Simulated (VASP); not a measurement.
# MgO (Periclase): single point with PBE

Crystal: MgO (Periclase).

```
Mg O
1.0
     0.00000    2.10217    2.10217
     2.10217    0.00000    2.10217
     2.10217    2.10217    0.00000
Mg O
1 1
Cartesian
  0.0000 0.0000 0.0000
  2.1022 2.1022 2.1022
```

```yaml
Program: VASP 6.6.1
Task: single point
Functional: PBE
Potentials_or_basis: VASP PAW PBE potentials, release 64 (Mg, O)
Cutoff: 520 eV
k_mesh: 4 × 4 × 4
Occupations: gaussian, width 0.01 eV
Spin: no spin polarisation
Dipole_correction: no
Further_INCAR_settings: ALGO = Normal; EDIFF = 1e-07; NBANDS = 11
```

The pressure is 4.9 GPa and the band gap on the k mesh is 4.77 eV, direct.

Levels at points of the mesh, in eV from the valence-band top:
| k point | band 2 | band 3 | band 4 | band 5 | band 6 | band 7 |
| --- | --- | --- | --- | --- | --- | --- |
| (0.00, 0.00, 0.00) | 0.00 | 0.00 | 0.00 | 4.77 | 15.82 | 15.82 |
| (0.50, 0.00, 0.00) | -4.65 | -0.66 | -0.66 | 7.92 | 12.67 | 16.35 |
| (0.50, 0.50, 0.00) | -4.11 | -1.36 | -1.36 | 9.11 | 10.02 | 13.16 |

It took 3.6 s on 1 thread of Intel(R) Xeon(R) 6975P-C (Granite Rapids), on a shared host, peak memory 0.13 GiB.

Caveat: the k points lie up to 0.65 Å⁻¹ apart. PBE gaps usually lie below the measured ones, often by a third to a half.
